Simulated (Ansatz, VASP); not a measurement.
One calculation of BP, two programs

Contents of POSCAR:

```
BP
1.0
    0.0000000000      2.2803450000      2.2690000000
    2.2803450000      0.0000000000      2.2690000000
    2.2803450000      2.2803450000      0.0000000000
B P
1 1
Direct
    0.0000000000      0.0000000000      0.0000000000
    0.7500000000      0.7500000000      0.7500000000
```

INCAR.step1

```
PREC = Accurate ; ENCUT = 520
ISMEAR = 0 ; SIGMA = 0.05
LREAL = False ; LASPH = True
NELM = 80 ; NBANDS = 11
GGA = PE ; ALGO = Normal
EDIFF = 1E-4 ; LWAVE = True
LCHARG = False
```

File INCAR.step2:

```
PREC = Accurate ; ENCUT = 520
EDIFF = 1E-7 ; ISMEAR = 0
SIGMA = 0.05 ; LREAL = False
LASPH = True ; NELM = 80
ALGO = Normal ; ISIF = 2
LWAVE = False ; LCHARG = True
METAGGA = R2SCAN ; LMIXTAU = True
LELF = True ; LVHAR = True
NBANDS = 11 ; ISTART = 1
```

KPOINTS

```
Automatic mesh
0
Gamma
  10 10 10
```

Input for Ansatz:

```yaml
crystal:
  lattice:
    - [0.0, 2.280345, 2.269]
    - [2.280345, 0.0, 2.269]
    - [2.280345, 2.280345, 0.0]
  atoms:
    - { symbol: B, position: [0.0, 0.0, 0.0] }
    - { symbol: P, position: [0.75, 0.75, 0.75] }
basis:
  ecutwfc: 500
kpoints:
  mp_grid: { grid: [10, 10, 10] }
hamiltonian:
  xc: r2scan
scf:
  occupations: { method: gaussian, width: 0.05 }
output:
  forces: true
  stress: true
  eigenvalues: true
  write_density: true
  write_potential: true
  elf: true
  volumetric_format: npy
```

Change from the starting cell: strain +0.0050 x Voigt [1, 1, 0, 0, 0, 0], atoms carried along.

Alike in both runs: task single point; functional r2SCAN; k mesh 10 × 10 × 10; occupations gaussian, width 0.05 eV; no spin polarisation.

```csv
,VASP,Ansatz
version,VASP 6.6.1,Ansatz 0.2.0
potentials or method,"VASP PAW PBE potentials, release 64 (B, P), cutoff 520 eV","scalar-relativistic, plane waves, PAW"
valence electrons in the cell,8,8
```

Ansatz gave:

| Quantity | Value |
| --- | --- |
| gap on the k mesh at the Fermi level (eV) | 1.35 |
| least direct gap on the mesh (eV) | 3.53 |
| pressure (GPa) | -1.8 |
| traceless stress, the component that is largest in VASP (GPa) | 0.94 |

Task: Which values does VASP return?

Result: gap on the k mesh at the Fermi level (eV): 1.38; least direct gap on the mesh (eV): 3.57; pressure (GPa): -2.3; traceless stress, the component that is largest in VASP (GPa): 0.95.

VASP's potentials were made for PBE, not for r2SCAN. With one functional, cell and mesh, what is left measures potentials, basis and numerics.
